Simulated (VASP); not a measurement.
# P4C (I-43m) in VASP: notebook

Runs on P4C. Level: PBE. Tasks: single point, relaxation of cell and atoms.

All numbers are computed with VASP 6.6.1; they aren't measurements. Logs are shortened: lines on timing, memory, paths and dates and some standing lists are left out, and cuts for length are marked.

### 1 The cell of the first run

The structure is cubic, space group I-43m (No. 217). Conventional cell: a = 5.230 Å, b = 5.230 Å, c = 5.230 Å, α = 90.00°, β = 90.00°, γ = 90.00°. P (site symmetry 3m) has 1 C at 1.88 Å within 2.5 Å. Within 2.5 Å of C (site symmetry -43m) lie 4 P at 1.88 Å.

The cell was generated, and may not be a known phase.

### 2 Single point, PBE

Input file INCAR:

```
SYSTEM = P4C
ALGO     = Normal         ! electronic algorithm
EDIFF    = 1E-6           ! SCF threshold, eV
ENCUT    = 520            ! plane-wave cutoff, eV
GGA      = PE             ! functional
ISIF     = 2              ! what is computed and relaxed
ISMEAR   = 0              ! smearing method
LASPH    = .True.         ! aspherical terms in the spheres
LCHARG   = .False.        ! write CHGCAR
LREAL    = .False.        ! projectors in reciprocal space
LWAVE    = .False.        ! write WAVECAR
NBANDS   = 20             ! bands
NELM     = 100            ! most SCF steps
PREC     = Accurate       ! precision mode
SIGMA    = 0.1            ! smearing width, eV
```

Input file KPOINTS:

```
k-points
0
Gamma
  10 10 10
  0 0 0
```

Input file POSCAR:

```
P4C
1.0
   -2.6149457326      2.6149457326      2.6149457326
    2.6149457326     -2.6149457326      2.6149457326
    2.6149457326      2.6149457326     -2.6149457326
P C
4 1
Direct
    0.0000000000      0.5854788359      0.0000000000
    0.4145211641      0.4145211641      0.4145211641
    0.0000000000      0.0000000000      0.5854788359
    0.5854788359      0.0000000000      0.0000000000
    0.0000000000      0.0000000000      0.0000000000
```

Potentials or basis: VASP PAW PBE potentials, release 64 (P, C).

Command:

```bash
cat potpaw_PBE.64/P/POTCAR potpaw_PBE.64/C/POTCAR > POTCAR
mpirun -np 1 vasp_std > vasp.out
```

OUTCAR:

```text
SYSTEM = P4C
   EDIFF = 1E-6
   ENCUT = 520
   GGA = PE
   ISIF = 2
   ISMEAR = 0
   LASPH = .True.
   LREAL = .False.
   NELM = 100
   PREC = Accurate

 ion  position               nearest neighbor table
   1  0.000  0.585  0.000-   5 1.88   3 2.69   2 2.69   4 2.69   3 2.69   4 2.69   2 2.69
   2  0.415  0.415  0.415-   5 1.88   1 2.69   4 2.69   1 2.69   3 2.69   4 2.69   3 2.69
   3  0.000  0.000  0.585-   5 1.88   1 2.69   2 2.69   4 2.69   1 2.69   4 2.69   2 2.69
   4  0.585  0.000  0.000-   5 1.88   3 2.69   2 2.69   1 2.69   2 2.69   1 2.69   3 2.69
   5  0.000  0.000  0.000-   1 1.88   2 1.88   3 1.88   4 1.88

  LATTYP: Found a body centered cubic cell.
 ALAT       =     5.2298914652

  Lattice vectors:

 A1 = (  -2.6149457326,   2.6149457326,   2.6149457326)
 A2 = (   2.6149457326,  -2.6149457326,   2.6149457326)
 A3 = (   2.6149457326,   2.6149457326,  -2.6149457326)

Analysis of symmetry for initial positions (statically):
=====================================================================
 Subroutine PRICEL returns:
 Original cell was already a primitive cell.

 Routine SETGRP: Setting up the symmetry group for a
 body centered cubic supercell.

 Subroutine GETGRP returns: Found 24 space group operations
 (whereof 24 operations were pure point group operations)
 out of a pool of 48 trial point group operations.

The static configuration has the point symmetry T_d .

Analysis of symmetry for dynamics (positions and initial velocities):
=====================================================================
 Subroutine PRICEL returns:
 Original cell was already a primitive cell.

 Routine SETGRP: Setting up the symmetry group for a
 body centered cubic supercell.

 Subroutine GETGRP returns: Found 24 space group operations
 (whereof 24 operations were pure point group operations)
 out of a pool of 48 trial point group operations.

The dynamic configuration has the point symmetry T_d .

 Subroutine INISYM returns: Found 24 space group operations
 (whereof 24 operations are pure point group operations),
 and found     1 'primitive' translations

----------------------------------------------------------------------------------------

                                     Primitive cell

  volume of cell :      71.5234

  direct lattice vectors                    reciprocal lattice vectors
    -2.614945733  2.614945733  2.614945733     0.000000000  0.191208557  0.191208557
     2.614945733 -2.614945733  2.614945733     0.191208557  0.000000000  0.191208557
     2.614945733  2.614945733 -2.614945733     0.191208557  0.191208557  0.000000000

  length of vectors
     4.529218868  4.529218868  4.529218868     0.270409734  0.270409734  0.270409734

  position of ions in fractional coordinates (direct lattice)
     0.000000000  0.585478836  0.000000000
     0.414521164  0.414521164  0.414521164
     0.000000000  0.000000000  0.585478836
     0.585478836  0.000000000  0.000000000
     0.000000000  0.000000000  0.000000000

  ion indices of the primitive-cell ions
   primitive index   ion index
                 1           1
                 2           2
                 3           3
                 4           4
                 5           5

----------------------------------------------------------------------------------------

 KPOINTS: k-points

Automatic generation of k-mesh.
 Grid dimensions read from file:
 generate k-points for:   10   10   10

 Generating k-lattice:

  Cartesian coordinates                     Fractional coordinates (reciprocal lattice)
     0.000000000  0.019120856  0.019120856     0.100000000  0.000000000  0.000000000
     0.019120856  0.000000000  0.019120856     0.000000000  0.100000000  0.000000000
     0.019120856  0.019120856  0.000000000     0.000000000  0.000000000  0.100000000

  Length of vectors
     0.027040973  0.027040973  0.027040973

  Shift w.r.t. Gamma in fractional coordinates (k-lattice)
     0.000000000  0.000000000  0.000000000

 Subroutine IBZKPT returns following result:
 ===========================================

 Found     47 irreducible k-points:

 Following reciprocal coordinates:
            Coordinates               Weight
  0.000000  0.000000  0.000000      1.000000
  0.100000  0.000000  0.000000     12.000000
  0.200000  0.000000  0.000000     12.000000
  0.300000  0.000000  0.000000     12.000000
  0.400000  0.000000  0.000000     12.000000
  0.500000  0.000000  0.000000      6.000000
[... 16 lines left out ...]
  0.300000  0.300000  0.100000      8.000000
 -0.300000  0.300000  0.100000     24.000000
 [... further k-points ...]
   k-points           NKPTS =     47   k-points in BZ     NKDIM =     47   number of bands    NBANDS=     20
   number of dos      NEDOS =    301   number of ions     NIONS =      5
   total plane-waves  NPLWV =  46656
   dimension x,y,z NGX =    36 NGY =   36 NGZ =   36
   dimension x,y,z NGXF=    72 NGYF=   72 NGZF=   72
   ions per type =               4   1
[... 95 lines left out ...]
      2      -2.8747      2.00000
      3      -1.8633      2.00000
      4      -1.1743      2.00000
      5      -0.0765      2.00000
      6       0.8425      2.00000
[... 12 lines left out ...]
     19      14.7240      0.00000
     20      15.0941      0.00000

 k-point     4 :       0.3000    0.0000    0.0000
  band No.  band energies     occupation
      1      -8.3431      2.00000
      2      -3.8474      2.00000
      3      -2.2726      2.00000
      4      -1.2618      2.00000
      5      -0.1800      2.00000
      6       0.6353      2.00000
[... 12 lines left out ...]
     19      14.0069      0.00000
     20      15.3207      0.00000

 k-point     5 :       0.4000    0.0000    0.0000
  band No.  band energies     occupation
      1      -8.0096      2.00000
      2      -4.5942      2.00000
      3      -2.5312      2.00000
      4      -1.3388      2.00000
      5      -0.2939      2.00000
      6       0.5131      2.00000
[... 12 lines left out ...]
     19      13.6870      0.00000
     20      15.3775      0.00000

 k-point     6 :       0.5000    0.0000    0.0000
  band No.  band energies     occupation
      1      -7.8492      2.00000
      2      -4.8954      2.00000
      3      -2.6191      2.00000
      4      -1.3693      2.00000
      5      -0.3390      2.00000
      6       0.4738      2.00000
[... 12 lines left out ...]
     19      14.4540      0.00000
     20      15.1644      0.00000

 k-point     7 :       0.1000    0.1000    0.0000
  band No.  band energies     occupation
      1      -8.7283      2.00000
      2      -2.5618      2.00000
      3      -1.7044      2.00000
      4      -1.3365      2.00000
      5       0.0521      2.00000
      6       1.2096      2.00000
[... 12 lines left out ...]
     19      14.5727      0.00000
     20      15.4064      0.00000
[... 277 lines left out ...]
 k-point    20 :       0.2000    0.2000    0.1000
  band No.  band energies     occupation
      1      -7.9645      2.00000
      2      -4.2745      2.00000
      3      -3.0783      2.00000
      4      -2.4046      2.00000
      5       0.7425      2.00000
      6       2.0776      2.00000
[... 12 lines left out ...]
     19      13.4449      0.00000
     20      14.9345      0.00000

 k-point    21 :       0.3000    0.2000    0.1000
  band No.  band energies     occupation
      1      -7.7653      2.00000
      2      -4.4442      2.00000
      3      -3.5291      2.00000
      4      -2.5423      2.00000
      5       0.8007      2.00000
      6       2.2037      2.00000
[... 12 lines left out ...]
     19      13.2325      0.00000
     20      15.3845      0.00000

 k-point    22 :      -0.2000    0.2000    0.1000
  band No.  band energies     occupation
      1      -8.5882      2.00000
      2      -2.8557      2.00000
      3      -2.1347      2.00000
      4      -1.7705      2.00000
      5       0.4243      2.00000
      6       1.3864      2.00000
[... 12 lines left out ...]
     19      14.5435      0.00000
     20      15.0371      0.00000

 k-point    23 :       0.3000    0.3000    0.1000
  band No.  band energies     occupation
      1      -7.6980      2.00000
      2      -4.1040      2.00000
      3      -4.1040      2.00000
      4      -2.6527      2.00000
      5       0.8867      2.00000
      6       3.2563      2.00000
[... 12 lines left out ...]
     19      12.3591      0.00000
     20      15.3427      0.00000

 k-point    24 :      -0.3000    0.3000    0.1000
  band No.  band energies     occupation
      1      -8.2745      2.00000
      2      -3.8055      2.00000
      3      -2.5428      2.00000
      4      -1.7880      2.00000
      5       0.2906      2.00000
      6       1.1943      2.00000
[... 12 lines left out ...]
     19      14.2478      0.00000
     20      14.8286      0.00000

 [... further k-points ...]

------------------------ aborting loop because EDIFF is reached ----------------------------------------

  FORCE on cell =-STRESS in cart. coord.  units (eV):
  Direction    XX          YY          ZZ          XY          YZ          ZX
  --------------------------------------------------------------------------------------
  -------------------------------------------------------------------------------------
  Total       -0.1184833     -0.1184833     -0.1184833     -0.0000000     -0.0000000      0.0000000
  in kB       -2.6541145     -2.6541145     -2.6541145     -0.0000000     -0.0000000      0.0000000
  external PRESSURE =      -2.6541145 kB  Pullay stress =       0.0000000 kB

 VOLUME and BASIS-vectors are now :
 -----------------------------------------------------------------------------
  energy-cutoff  :      520.00
  volume of cell :       71.52
      direct lattice vectors                 reciprocal lattice vectors
    -2.614945733  2.614945733  2.614945733     0.000000000  0.191208557  0.191208557
     2.614945733 -2.614945733  2.614945733     0.191208557  0.000000000  0.191208557
     2.614945733  2.614945733 -2.614945733     0.191208557  0.191208557  0.000000000

 POSITION                                       TOTAL-FORCE (eV/Angst)
 -----------------------------------------------------------------------------------
      1.53100     -1.53100      1.53100         0.019530     -0.019530      0.019530
      1.08395      1.08395      1.08395        -0.019530     -0.019530     -0.019530
      1.53100      1.53100     -1.53100         0.019530      0.019530     -0.019530
     -1.53100      1.53100      1.53100        -0.019530      0.019530      0.019530
      0.00000      0.00000      0.00000        -0.000000     -0.000000     -0.000000
 -----------------------------------------------------------------------------------
    total drift:                               -0.000001     -0.000001     -0.000001

  FREE ENERGIE OF THE ION-ELECTRON SYSTEM (eV)
  ---------------------------------------------------
  free  energy   TOTEN  =       -26.6447331201 eV

  energy  without entropy=      -26.6357059964  energy(sigma->0) =      -26.64021956
```

Wall time 2.5 min (1 thread of Intel Xeon 8259CL, shared host); peak memory 0.22 GiB.

What came out:

| Quantity | Value |
| --- | --- |
| Free energy | -26.6447 eV |
| Pressure | -0.3 GPa |
| Largest force | 0.034 eV/Å |
| Band gap on the k mesh | zero (bands 12 and 13 overlap by 2.57 eV) |

Forces on the atoms (eV/Å):
```
P    0.020 -0.020  0.020
P   -0.020 -0.020 -0.020
P    0.020  0.020 -0.020
P   -0.020  0.020  0.020
C    0.000  0.000  0.000
```

Caveat: this functional lacks dispersion, which holds the molecules together, so the pressure and a relaxed volume are unreliable.

### 3 Relaxation of cell and atoms, PBE

This run uses another cell than the first one, of 14.25 Å³/atom.

Input file INCAR:

```
  PREC = Accurate
  ENCUT = 600
  EDIFF = 1E-6
  ISMEAR = 0
  SIGMA = 0.1
  LREAL = False
  LASPH = True
  NELM = 100
  ALGO = Normal
  ISIF = 3
  LWAVE = False
  LCHARG = False
  GGA = PE
  IBRION = 2
  NSW = 90
  EDIFFG = -0.04
```

Input file KPOINTS:

```
Automatic mesh
0
Gamma
  6 6 6
```

Input file POSCAR:

```
P4C
1.0
   -2.6113899371      2.6113899371      2.6113899371
    2.6113899371     -2.6113899371      2.6113899371
    2.6113899371      2.6113899371     -2.6113899371
P C
4 1
Direct
    0.0000000000      0.5841872862      0.0000000000
    0.4158127138      0.4158127138      0.4158127138
    0.0000000000      0.0000000000      0.5841872862
    0.5841872862      0.0000000000      0.0000000000
    0.0000000000      0.0000000000      0.0000000000
```

Potentials or basis: VASP PAW PBE potentials, release 64 (P, C).

Command:

```bash
cat potpaw_PBE.64/P/POTCAR potpaw_PBE.64/C/POTCAR > POTCAR
mpirun -np 1 vasp_std > vasp.out
```

It took 98 s on 1 thread of Intel Xeon 8259CL, shared host; peak memory 0.2 GiB.

The run converged. Its results:

| Quantity | Value |
| --- | --- |
| Free energy | -26.6224 eV |
| Relaxed volume | 14.17 Å³/atom |
| Relaxed cell | a = 4.515 Å, b = 4.515 Å, c = 4.515 Å, α = 109.47°, β = 109.47°, γ = 109.47° |
| Space group after relaxing (to 0.1 Å) | I-43m (No. 217) |
| Energy gained by relaxing | 0.1 meV/atom |
| Ionic steps | 3 |
| Pressure after relaxing | 0.0 GPa |
| Largest force after relaxing | 0.025 eV/Å |
| Band gap on the k mesh | zero (bands 12 and 13 overlap by 2.49 eV) |

Forces on the atoms (eV/Å):
```
P   -0.014  0.014 -0.014
P    0.014  0.014  0.014
P   -0.014 -0.014  0.014
P    0.014 -0.014 -0.014
C    0.000  0.000  0.000
```

Step by step:
| step | energy change (eV) | largest force (eV/Å) | pressure (GPa) | volume (Å³) |
| --- | --- | --- | --- | --- |
| 1 | 0.0000 | 0.0180 | -0.61 | 71.23 |
| 2 | -0.0005 | 0.0487 | 0.30 | 70.67 |
| 3 | -0.0007 | 0.0250 | -0.02 | 70.87 |

Final structure:
```xyz
5
Lattice="-2.6069 2.6069 2.6069 2.6069 -2.6069 2.6069 2.6069 2.6069 -2.6069" Properties=species:S:1:pos:R:3 pbc="T T T"
P     1.5233   -1.5233    1.5233
P     1.0837    1.0837    1.0837
P     1.5233    1.5233   -1.5233
P    -1.5233    1.5233    1.5233
C     0.0000    0.0000    0.0000
```

Levels at points of the mesh, in eV from the Fermi level:
```
           k point  band 10  band 11  band 12  band 13  band 14  band 15
(0.00, 0.00, 0.00)    -3.59    -3.59     0.97     0.97     2.38     2.38
(0.50, 0.00, 0.00)    -2.16    -1.87    -0.41     0.81     0.85     1.51
(0.50, 0.50, 0.50)    -2.56    -1.52    -1.52    -1.52     2.03     5.58
```

Caveat: this functional lacks dispersion, which holds the molecules together, so the pressure and a relaxed volume are unreliable.

### 4 Relaxation of cell and atoms, PBE

This run uses another cell than the first one, of 14.25 Å³/atom.

Input file INCAR:

```
SYSTEM = P4C
ALGO = Normal ; EDIFF = 1E-6
EDIFFG = -0.01 ; ENCUT = 600
GGA = PE ; IBRION = 2
ISIF = 3 ; ISMEAR = 0
LASPH = .True. ; LCHARG = .False.
LREAL = .False. ; LWAVE = .False.
NELM = 80 ; NSW = 100
PREC = Accurate ; SIGMA = 0.1
```

Input file KPOINTS:

```
k-points
0
Gamma
  10 10 10
  0 0 0
```

POSCAR is that of step 3.

Command:

```bash
cat potpaw_PBE.64/P/POTCAR potpaw_PBE.64/C/POTCAR > POTCAR
mpirun -np 1 vasp_std > vasp.out
```

Wall time 4.2 min (1 thread of Intel Xeon 8259CL, shared host); peak memory 0.23 GiB.

It converged, with:

- Free energy: -26.6466 eV
- Relaxed volume: 14.27 Å³/atom
- Relaxed cell: a = 4.525 Å, b = 4.525 Å, c = 4.525 Å, α = 109.47°, β = 109.47°, γ = 109.47°
- Space group after relaxing (to 0.1 Å): I-43m (No. 217)
- Energy gained by relaxing: 0.3 meV/atom
- Ionic steps: 4
- Pressure after relaxing: 0.1 GPa
- Band gap on the k mesh: zero (bands 12 and 13 overlap by 2.56 eV)

Step by step:
```
step  energy change (eV)  largest force (eV/Å)  pressure (GPa)  volume (Å³)
   1              0.0000                0.1074           -0.17        71.23
   2             -0.0011                0.0049            0.37        71.08
   3             -0.0011                0.0149            0.33        71.09
   4             -0.0015                0.0010            0.05        71.34
```

Final structure:
```
P C
1.0
    -2.61274    2.61274    2.61274
     2.61274   -2.61274    2.61274
     2.61274    2.61274   -2.61274
P C
4 1
Cartesian
  -1.0825 1.0825 4.1430
  1.0825 1.0825 1.0825
  1.5303 1.5303 -1.5303
  3.6952 1.5303 1.5303
  5.2255 0.0000 0.0000
```

Levels at points of the mesh, in eV from the Fermi level:
| k point | band 9 | band 10 | band 11 | band 12 | band 13 | band 14 | band 15 | band 16 |
| --- | --- | --- | --- | --- | --- | --- | --- | --- |
| (0.00, 0.00, 0.00) | -3.56 | -3.56 | -3.56 | 0.95 | 0.95 | 2.35 | 2.35 | 2.35 |
| (0.50, 0.00, 0.00) | -2.82 | -2.20 | -1.86 | -0.43 | 0.82 | 0.84 | 1.47 | 2.69 |
| (0.50, 0.50, 0.50) | -2.58 | -2.58 | -1.53 | -1.53 | -1.53 | 2.01 | 5.51 | 5.51 |

Caveat: this functional lacks dispersion, which holds the molecules together, so the pressure and a relaxed volume are unreliable.

### 5 Overview

```tsv
task	cell	k mesh	cutoff (eV)	gap on the mesh (eV)	pressure (GPa)	relaxed volume (Å³/atom)	largest force (eV/Å)
single point	a = 4.529 Å, angles 109.5°, 5 atoms, atomic positions A	10 × 10 × 10	520	none	-0.3	-	0.03
relaxation of cell and atoms	relaxed from a = 4.523 Å, angles 109.5°, 5 atoms, atomic positions B	6 × 6 × 6	600	none	0.0	14.17	0.03
relaxation of cell and atoms	relaxed from a = 4.523 Å, angles 109.5°, 5 atoms, atomic positions B	10 × 10 × 10	600	none	0.1	14.27	-
```

Alike in all rows: level PBE; potentials or basis VASP PAW PBE potentials, release 64 (P, C); no spin polarisation; smearing gaussian 0.1 eV.

Caveats: this functional lacks dispersion, which holds the molecules together, so the pressure and a relaxed volume are unreliable.

Total energies depend on the potentials used, so only differences within one code and one set of settings carry meaning.
